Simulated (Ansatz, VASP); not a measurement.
Two plane-wave programs on HfO2

```
CELL_PARAMETERS angstrom
-0.20447 2.49535 2.49535
2.49535 -0.20447 2.49535
2.49535 2.49535 -0.20447
ATOMIC_POSITIONS crystal
Hf 0.00000 0.00000 0.00000
O 0.25000 0.25000 0.25000
O 0.75000 0.75000 0.75000
```

Alike in both runs: task single point; functional PBE; k mesh 8 × 8 × 8; occupations gaussian, width 0.05 eV; no spin polarisation.

```csv
,VASP,Ansatz
version,VASP 6.6.1,Ansatz 0.2.0
potentials or method,"VASP PAW PBE potentials, release 64 (Hf_pv, O), cutoff 520 eV","scalar-relativistic, plane waves, PAW"
valence electrons in the cell,22,38
```

|  | VASP | Ansatz | Ansatz less VASP |
| --- | --- | --- | --- |
| gap on the k mesh at the Fermi level (eV) | 3.76 | 3.76 | -0.002 |
| least direct gap on the mesh (eV) | 3.76 | 3.76 | -0.002 |
| pressure (GPa) | -10.3 | -7.1 | +3.13 |
| traceless stress, the component that is largest in VASP (GPa) | 7.63 | 8.01 | +0.384 |
| rms of the force components (eV/Å) | 0.479 | 0.519 | +0.0397 |

Atom by atom the forces differ by 0.040 eV/Å (rms over components). With one functional, cell and mesh, what is left measures potentials, basis and numerics. VASP's potentials hold 22 valence electrons a cell and Ansatz's 38, so a difference there can come from the potentials and not from the codes.

Spin-orbit coupling is off throughout.
